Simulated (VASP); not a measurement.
# YbYAl2 (Cmcm) in VASP: single point with r2SCAN

Aim: the single point of YbYAl2 with r2SCAN.

Program: VASP 6.6.1. These are calculated values, not measurements. Logs are shortened: lines on timing, memory, paths and dates and some standing lists are left out, and cuts for length are marked.

### 1 The cell of the first run

The structure is orthorhombic, space group Cmcm (No. 63). The conventional cell has a = 4.332 Å, b = 10.603 Å, c = 7.317 Å, α = 90.00°, β = 90.00°, γ = 90.00°. Within 4.0 Å of Yb (site symmetry m2m) lie 5 Y at 2.95 to 3.99 Å and 10 Al at 3.24 to 3.46 Å and 2 Yb at 3.90 Å. Within 3.5 Å of Y (site symmetry m2m) lie 6 Al at 2.64 to 2.68 Å and 3 Yb at 2.95 to 3.19 Å. Within 3.5 Å of Al (site symmetry m) lie 3 Y at 2.64 to 2.68 Å and 4 Al at 2.87 to 3.30 Å and 5 Yb at 3.24 to 3.46 Å.

### 2 Single point, r2SCAN

Contents of POSCAR:

```
YbYAl2
1.0
    4.3319870000      0.0000000000      0.0000000000
    2.1659930000     -5.3015960000      0.0000000000
    0.0000000000      0.0000000000     -7.3168350000
Yb Y Al
2 2 4
Direct
    0.4359000000      0.1282000000      0.7500000000
    0.5641000000      0.8718000000      0.2500000000
    0.7144000000      0.5712000000      0.7500000000
    0.2856000000      0.4288000000      0.2500000000
    0.1510000000      0.6980000000      0.9460000000
    0.8490000000      0.3020000000      0.4460000000
    0.8490000000      0.3020000000      0.0540000000
    0.1510000000      0.6980000000      0.5540000000
```

Contents of INCAR.step1:

```
SYSTEM = YbYAl2
PREC = Accurate
ENCUT = 520
ISMEAR = -1
SIGMA = 0.1
LREAL = .FALSE.
LASPH = .TRUE.
NELM = 80
NBANDS = 51
ISYM = 0
GGA = PE
ALGO = Normal
EDIFF = 1E-4
LWAVE = .TRUE.
LCHARG = .FALSE.
```

Contents of INCAR.step2:

```
SYSTEM = YbYAl2
PREC = Accurate
ENCUT = 520
EDIFF = 1E-6
ISMEAR = -1
SIGMA = 0.1
LREAL = .FALSE.
LASPH = .TRUE.
NELM = 80
ALGO = Normal
ISIF = 2
LWAVE = .FALSE.
LCHARG = .TRUE.
METAGGA = R2SCAN
LMIXTAU = .TRUE.
LELF = .TRUE.
LVHAR = .TRUE.
NBANDS = 51
ISYM = 0
ISTART = 1
```

Contents of KPOINTS:

```
Automatic mesh
0
Gamma
  5 4 3
  0.5 0.5 0
```

Potentials or basis: VASP PAW PBE potentials, release 64 (Yb, Y_sv, Al).

Run with:

```console
cat potpaw_PBE.64/Yb/POTCAR potpaw_PBE.64/Y_sv/POTCAR potpaw_PBE.64/Al/POTCAR > POTCAR
cp INCAR.step1 INCAR
mpirun -np 1 vasp_std > vasp.out
cp INCAR.step2 INCAR
mpirun -np 1 vasp_std > vasp.out
```

OUTCAR:

```text
SYSTEM = YbYAl2
   PREC = Accurate
   ENCUT = 520
   EDIFF = 1E-6
   ISMEAR = -1
   LREAL = .FALSE.
   LASPH = .TRUE.
   NELM = 80
   ISIF = 2
   METAGGA = R2SCAN
   ISYM = 0
   ISTART = 1

 ion  position               nearest neighbor table
   1  0.436  0.128  0.750-   3 2.95   3 3.19   3 3.19   6 3.24   7 3.24   6 3.24   7 3.24   8 3.34
                             5 3.34   5 3.46   8 3.46   8 3.46   5 3.46   4 3.99   4 3.99
   2  0.564  0.872  0.250-   4 2.95   4 3.19   4 3.19   5 3.24   8 3.24   5 3.24   8 3.24   6 3.34
                             7 3.34   7 3.46   6 3.46   6 3.46   7 3.46   3 3.99   3 3.99
   3  0.714  0.571  0.750-   6 2.64   7 2.64   5 2.68   8 2.68   5 2.68   8 2.68   1 2.95   1 3.19
                             1 3.19   2 3.99   2 3.99   4 4.32   4 4.32   4 4.32   4 4.32
   4  0.286  0.429  0.250-   5 2.64   8 2.64   7 2.68   6 2.68   6 2.68   7 2.68   2 2.95   2 3.19
                             2 3.19   1 3.99   1 3.99   3 4.32   3 4.32   3 4.32   3 4.32
   5  0.151  0.698  0.946-   4 2.64   3 2.68   3 2.68   8 2.87   7 3.12   7 3.12   2 3.24   2 3.24
                             7 3.30   1 3.34   1 3.46   1 3.46
   6  0.849  0.302  0.446-   3 2.64   4 2.68   4 2.68   7 2.87   8 3.12   8 3.12   1 3.24   1 3.24
                             8 3.30   2 3.34   2 3.46   2 3.46
   7  0.849  0.302  0.054-   3 2.64   4 2.68   4 2.68   6 2.87   5 3.12   5 3.12   1 3.24   1 3.24
                             5 3.30   2 3.34   2 3.46   2 3.46
   8  0.151  0.698  0.554-   4 2.64   3 2.68   3 2.68   5 2.87   6 3.12   6 3.12   2 3.24   2 3.24
                             6 3.30   1 3.34   1 3.46   1 3.46

IMPORTANT INFORMATION: All symmetrisations will be switched off!
NOSYMM: (Re-)initialisation of all symmetry stuff for point group C_1.

----------------------------------------------------------------------------------------

                                     Primitive cell

  volume of cell :     168.0417

  direct lattice vectors                    reciprocal lattice vectors
     4.331987000  0.000000000  0.000000000     0.230840951  0.094311201  0.000000000
     2.165993000 -5.301596000  0.000000000     0.000000000 -0.188622445  0.000000000
     0.000000000  0.000000000 -7.316835000     0.000000000  0.000000000 -0.136671115

  length of vectors
     4.331987000  5.726992738  7.316835000     0.249363484  0.188622445  0.136671115

  position of ions in fractional coordinates (direct lattice)
     0.435900000  0.128200000  0.750000000
     0.564100000  0.871800000  0.250000000
     0.714400000  0.571200000  0.750000000
     0.285600000  0.428800000  0.250000000
     0.151000000  0.698000000  0.946000000
     0.849000000  0.302000000  0.446000000
     0.849000000  0.302000000  0.054000000
     0.151000000  0.698000000  0.554000000

  ion indices of the primitive-cell ions
   primitive index   ion index
                 1           1
                 2           2
                 3           3
                 4           4
                 5           5
                 6           6
                 7           7
                 8           8

----------------------------------------------------------------------------------------

 KPOINTS: Automatic mesh

Automatic generation of k-mesh.
 Grid dimensions read from file:
 generate k-points for:    5    4    3

 Generating k-lattice:

  Cartesian coordinates                     Fractional coordinates (reciprocal lattice)
     0.046168190  0.018862240  0.000000000     0.200000000  0.000000000  0.000000000
     0.000000000 -0.047155611  0.000000000     0.000000000  0.250000000  0.000000000
     0.000000000  0.000000000 -0.045557038     0.000000000  0.000000000  0.333333333

  Length of vectors
     0.049872697  0.047155611  0.045557038

  Shift w.r.t. Gamma in fractional coordinates (k-lattice)
     0.500000000  0.500000000  0.000000000

 -----------------------------------------------------------------------------
|                                                                             |
|           W    W    AA    RRRRR   N    N  II  N    N   GGGG   !!!           |
|           W    W   A  A   R    R  NN   N  II  NN   N  G    G  !!!           |
|           W    W  A    A  R    R  N N  N  II  N N  N  G       !!!           |
|           W WW W  AAAAAA  RRRRR   N  N N  II  N  N N  G  GGG   !            |
|           WW  WW  A    A  R   R   N   NN  II  N   NN  G    G                |
|           W    W  A    A  R    R  N    N  II  N    N   GGGG   !!!           |
|                                                                             |
|     Your reciprocal lattice and k-lattice belong to different lattice       |
|     classes:                                                                |
|                                                                             |
|        The reciprocal lattice is base centered orthorhombic,                |
|        whereas your k-lattice is simple monoclinic.                         |
|                                                                             |
|     Results are often still useful ...                                      |
|                                                                             |
 -----------------------------------------------------------------------------

 WARNING: IBZKPT: internal override: KBLOWUP is changed to .FALSE.
      ... skipping the blow-up phase ...

 Subroutine IBZKPT returns following result:
 ===========================================

 Found     30 irreducible k-points:

 Following reciprocal coordinates:
            Coordinates               Weight
  0.100000  0.125000  0.000000      2.000000
  0.300000  0.125000  0.000000      2.000000
  0.500000  0.125000  0.000000      2.000000
 -0.300000  0.125000  0.000000      2.000000
 -0.100000  0.125000  0.000000      2.000000
  0.100000  0.375000  0.000000      2.000000
[... 16 lines left out ...]
  0.500000 -0.375000  0.333333      2.000000
 -0.300000 -0.375000  0.333333      2.000000
 [... further k-points ...]
   k-points           NKPTS =     30   k-points in BZ     NKDIM =     30   number of bands    NBANDS=     51
   number of dos      NEDOS =    301   number of ions     NIONS =      8
   total plane-waves  NPLWV =  82944
   dimension x,y,z NGX =    32 NGY =   48 NGZ =   54
   dimension x,y,z NGXF=    64 NGYF=   96 NGZF=  108
   ions per type =               2   2   4
   NGX,Y,Z   is equivalent  to a cutoff of  12.28, 13.93, 12.27 a.u.
   NGXF,Y,Z  is equivalent  to a cutoff of  24.56, 27.87, 24.54 a.u.
 SYSTEM =  YbYAl2
   PREC   = accura    normal or accurate (medium, high low for compatibility)
   ISTART =      1    job   : 0-new  1-cont  2-samecut
   ICHARG =      0    charge: 1-file 2-atom 10-const
   ISPIN  =      1    spin polarized calculation?
   LNONCOLLINEAR =      F non collinear calculations
   LSORBIT =      F    spin-orbit coupling
   LASPH  =      T    aspherical Exc in radial PAW
   ENCUT  =  520.0 eV  38.22 Ry    6.18 a.u.   8.05 10.65 13.60*2*pi/ulx,y,z
   NELM   =     80;   NELMIN=  2; NELMDL=  0     # of ELM steps
   EDIFF  = 0.1E-05   stopping-criterion for ELM
   LREAL  =      F    real-space projection
   EDIFFG = 0.1E-04   stopping-criterion for IOM
   NSW    =      0    number of steps for IOM
   IBRION =     -1    ionic relax: 0-MD 1-quasi-New 2-CG
   NFREE  =      0    steps in history (QN), initial steepest desc. (CG)
   ISIF   =      2    stress and relaxation
   ISYM   =      0    0-nonsym 1-usesym 2-fastsym
   POTIM  = 0.5000    time-step for ionic-motion
   TEBEG  =    0.0;   TEEND  =   0.0 temperature during run
   PSTRESS=    0.0 pullay stress
   NELECT =      82.0000    total number of electrons
   NUPDOWN=      -1.0000    fix difference up-down
   EMIN   =  10.00;   EMAX   =-10.00  energy-range for DOS
   EFERMI =   0.00;   METHOD = LEGACY
   ISMEAR =    -1;   SIGMA  =   0.10  broadening in eV -4-tet -1-fermi 0-gaus
   EFERMI_NEDOS =   21; number of points for ismear=-14 and -15
   IALGO  =     38    algorithm
   IMIX   =      4    mixing-type and parameters
     AMIX     =   0.40;   BMIX     =  1.00
     AMIX_MAG =   1.60;   BMIX_MAG =  1.00
  volume/ion in A,a.u.               =      21.01       141.75
  Fermi-wavevector in a.u.,A,eV,Ry     =   1.288864  2.435600 22.601597  1.661170
  Thomas-Fermi vector in A             =   2.420792
   LORBIT       =      0    0 simple, 1 ext, 2 COOP (PROOUT), +10 PAW based schemes
   METAGGA = R2SCAN    functional components
   LHFCALC =     F    Hartree Fock is set to
   AEXX    =    0.0000 exact exchange contribution
   IVDW    =     0    specifies the selected vdW correction
   LEPSILON=     F    determine dielectric tensor
   LRPA    =     F    only Hartree local field effects (RPA)
 non-spin polarized calculation
  energy-cutoff  :      520.00
  volume of cell :      168.04
 maximum number of plane-waves:      4539
   NGX = 17   NGY = 21   NGZ = 27

 number of electron      82.0000013 magnetization

 Free energy of the ion-electron system (eV)
  ---------------------------------------------------
  ext. energy  EPLUGINS =         0.00000000
  ---------------------------------------------------
  free energy    TOTEN  =      -136.61975754 eV

  energy without entropy =     -136.31033185  energy(sigma->0) =     -136.46504470

 E-fermi :   4.9412     XC(G=0): -11.2099

 val. band max:        4.9231813128   @ k =   0.1000   0.1250   0.0000
 cond. band min:       4.9544226466   @ k =  -0.1000   0.3750   0.3333
 fundamental gap:      0.0312413339
 Fermi energy:         4.9412343391

 k-point     1 :       0.1000    0.1250    0.0000
  band No.  band energies     occupation
      1     -48.2362      2.00000
      2     -48.2302      2.00000
      3     -38.1682      2.00000
      4     -38.1617      2.00000
      5     -20.1567      2.00000
      6     -20.1524      2.00000
[... 43 lines left out ...]
     50       8.0209      0.00000
     51       8.1486      0.00000

 k-point     2 :       0.3000    0.1250    0.0000
  band No.  band energies     occupation
      1     -48.2358      2.00000
      2     -48.2299      2.00000
      3     -38.1654      2.00000
      4     -38.1614      2.00000
      5     -20.1478      2.00000
      6     -20.1434      2.00000
[... 43 lines left out ...]
     50       8.0668      0.00000
     51       8.8027      0.00000

 k-point     3 :       0.5000    0.1250    0.0000
  band No.  band energies     occupation
      1     -48.2356      2.00000
      2     -48.2296      2.00000
      3     -38.1632      2.00000
      4     -38.1622      2.00000
      5     -20.1223      2.00000
      6     -20.1175      2.00000
[... 43 lines left out ...]
     50       7.4277      0.00000
     51       8.2134      0.00000
[... 1027 lines left out ...]
 k-point    23 :       0.5000   -0.3750    0.3333
  band No.  band energies     occupation
      1     -48.2353      2.00000
      2     -48.2298      2.00000
      3     -38.1632      2.00000
      4     -38.1623      2.00000
      5     -20.1231      2.00000
      6     -20.1188      2.00000
[... 43 lines left out ...]
     50       7.6877      0.00000
     51       8.7309      0.00000

 k-point    24 :      -0.3000   -0.3750    0.3333
  band No.  band energies     occupation
      1     -48.2355      2.00000
      2     -48.2301      2.00000
      3     -38.1648      2.00000
      4     -38.1626      2.00000
      5     -20.1239      2.00000
      6     -20.1195      2.00000
[... 43 lines left out ...]
     50       8.2521      0.00000
     51       8.6478      0.00000

 [... further k-points ...]

------------------------ aborting loop because EDIFF is reached ----------------------------------------

  FORCE on cell =-STRESS in cart. coord.  units (eV):
  Direction    XX          YY          ZZ          XY          YZ          ZX
  --------------------------------------------------------------------------------------
  -------------------------------------------------------------------------------------
  Total       19.1993922     11.3896933     13.1995597      0.0682541      0.0000030     -0.0000349
  in kB      183.0547600    108.5939367    125.8499340      0.6507625      0.0000286     -0.0003330
  external PRESSURE =     139.1662103 kB  Pullay stress =       0.0000000 kB

 VOLUME and BASIS-vectors are now :
 -----------------------------------------------------------------------------
  energy-cutoff  :      520.00
  volume of cell :      168.04
      direct lattice vectors                 reciprocal lattice vectors
     4.331987000  0.000000000  0.000000000     0.230840951  0.094311201  0.000000000
     2.165993000 -5.301596000  0.000000000     0.000000000 -0.188622445  0.000000000
     0.000000000  0.000000000 -7.316835000     0.000000000  0.000000000 -0.136671115

 POSITION                                       TOTAL-FORCE (eV/Angst)
 -----------------------------------------------------------------------------------
      2.16599     -0.67966     -5.48763        -0.004999     -0.052402     -0.000024
      4.33199     -4.62193     -1.82921         0.004929      0.048109      0.000029
      4.33199     -3.02827     -5.48763        -0.013654     -0.104324     -0.000001
      2.16599     -2.27332     -1.82921         0.013679      0.105587     -0.000001
      2.16599     -3.70051     -6.92173         0.002753     -1.939636      0.159831
      4.33199     -1.60108     -3.26331        -0.002731      1.941150      0.158104
      4.33199     -1.60108     -0.39511        -0.002732      1.941152     -0.158106
      2.16599     -3.70051     -4.05353         0.002754     -1.939636     -0.159833
 -----------------------------------------------------------------------------------
    total drift:                               -0.000060     -0.004892      0.000011

  FREE ENERGIE OF THE ION-ELECTRON SYSTEM (eV)
  ---------------------------------------------------
  free  energy   TOTEN  =      -136.6197575391 eV

  energy  without entropy=     -136.3103318511  energy(sigma->0) =     -136.46504470
```

It took 38 min on 1 thread of Intel Xeon Platinum 8488C (Sapphire Rapids), shared host; peak memory 0.47 GiB.

Results:

- Free energy: -136.6198 eV
- Pressure: 13.9 GPa
- Largest force: 1.948 eV/Å
- Band gap on the k mesh: zero (bands 41 and 42 overlap by 0.44 eV)

Forces on the atoms (eV/Å):
```
Yb  -0.005 -0.052  0.000
Yb   0.005  0.048  0.000
Y   -0.014 -0.104  0.000
Y    0.014  0.106  0.000
Al   0.003 -1.940  0.160
Al  -0.003  1.941  0.158
Al  -0.003  1.941 -0.158
Al   0.003 -1.940 -0.160
```

Caveat: the stress differs along the axes, from 11 to 18 GPa; the PAW data sets were made with another functional, which shifts forces and pressure a little; spin-orbit coupling is left out, which moves the levels of the heavy elements.

The gap in the log of VASP goes by the Fermi energy; the results here count the filled bands.